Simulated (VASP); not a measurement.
A run of VASP 6.6.1:

Contents of INCAR:

```
ALGO = Normal ; EDIFF = 1E-8
ENCUT = 520 ; GGA = PE
ISIF = 2 ; ISMEAR = -1
ISPIN = 2 ; LASPH = True
LCHARG = False ; LEFG = True
LMAXMIX = 4 ; LORBIT = 11
LREAL = False ; LWAVE = False
MAGMOM = -3 3 ; NBANDS = 23
NELM = 150 ; PREC = Accurate
SIGMA = 0.05
```

The input KPOINTS:

```
k-points
0
Gamma
  11 11 11
```

The input POSCAR:

```
Cr
1.0
    2.9688993551      0.0000000000      0.0000000000
    0.0000000000      2.9688993551      0.0000000000
    0.0000000000      0.0000000000      2.9688993551
Cr
2
Direct
    0.0000000000      0.0000000000      0.0000000000
    0.5000000000      0.5000000000      0.5000000000
```

Potentials or basis: VASP PAW PBE potentials, release 64 (Cr_pv).

The run is started by

```sh
$ cat potpaw_PBE.64/Cr_pv/POTCAR > POTCAR
$ mpirun -np 1 vasp_std > vasp.out
```

Hardware: 1 thread of Intel Xeon 6975P-C, on a shared host.

Estimate the wall time of this run.

It took 43 s on 1 thread of Intel Xeon 6975P-C (shared host), peak memory 0.18 GiB. Counts: scf iterations 18, k points 56.
